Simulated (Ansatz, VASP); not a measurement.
# One calculation of LiBiSe2, two programs

INCAR

```
SYSTEM = LiBiSe2
PREC     = Accurate       ! precision mode
ENCUT    = 520            ! plane-wave cutoff, eV
EDIFF    = 1E-7           ! SCF threshold, eV
ISMEAR   = 0              ! smearing method
SIGMA    = 0.01           ! smearing width, eV
LREAL    = .False.        ! projectors in reciprocal space
LASPH    = .True.         ! aspherical terms in the spheres
NELM     = 80             ! most SCF steps
ALGO     = Normal         ! electronic algorithm
ISIF     = 2              ! what is computed and relaxed
LWAVE    = .False.        ! write WAVECAR
LCHARG   = .False.        ! write CHGCAR
GGA      = PE             ! functional
NBANDS   = 23             ! bands
```

File KPOINTS:

```
regular mesh
0
Gamma
  6 6 6
  0 0 0
```

Contents of POSCAR:

```
LiBiSe2
1.0
    2.0489408474      1.1829565498      6.5548746070
   -2.0489408474      1.1829565498      6.5548746070
    0.0000000000     -2.3659130996      6.5548746070
Li Bi Se
1 1 2
Direct
    1.0000000000      0.0000000000      0.0000000000
    0.5000000000      0.5000000000      0.5000000000
    0.2550503263      0.2550503263      0.2550503263
    0.7449496737      0.7449496737      0.7449496737
```

Input for Ansatz:

```yaml
crystal:
  lattice:
    - [2.0489408474, 1.1829565498, 6.554874607]
    - [-2.0489408474, 1.1829565498, 6.554874607]
    - [0.0, -2.3659130996, 6.554874607]
  atoms:
    - { symbol: Li, position: [1.0, 0.0, 0.0] }
    - { symbol: Bi, position: [0.5, 0.5, 0.5] }
    - { symbol: Se, position: [0.2550503263, 0.2550503263, 0.2550503263] }
    - { symbol: Se, position: [0.7449496737, 0.7449496737, 0.7449496737] }
kpoints:
  mp_grid: { grid: [6, 6, 6] }
hamiltonian:
  xc: pbe
scf:
  occupations: { method: fixed }
  n_extra_bands: 5
output:
  forces: true
  stress: true
  eigenvalues: true
```

Alike in both runs: task single point; functional PBE; k mesh 6 × 6 × 6; no spin polarisation.

|  | VASP | Ansatz |
| --- | --- | --- |
| version | VASP 6.6.1 | Ansatz 0.2.0 |
| potentials or method | VASP PAW PBE potentials, release 64 (Li_sv, Bi_d, Se) | plane waves, PAW |
| plane-wave cutoff (eV) | 520 | 420 |
| occupations | gaussian, width 0.01 eV | fixed |
| valence electrons in the cell | 30 | 50 |

```csv
,VASP,Ansatz,Ansatz less VASP
gap on the k mesh at the Fermi level (eV),1.02,1.02,-0.004
rms of the force components (eV/Å),0.077,0.075,-0.0023
```

Atom by atom the forces differ by 0.002 eV/Å (rms over components). VASP's potentials hold 30 valence electrons a cell and Ansatz's 50, so a difference there can come from the potentials and not from the codes.

Neither program's run includes spin-orbit coupling. Noted on VASP's run: the cutoff is short for stress, so the pressure is rough.
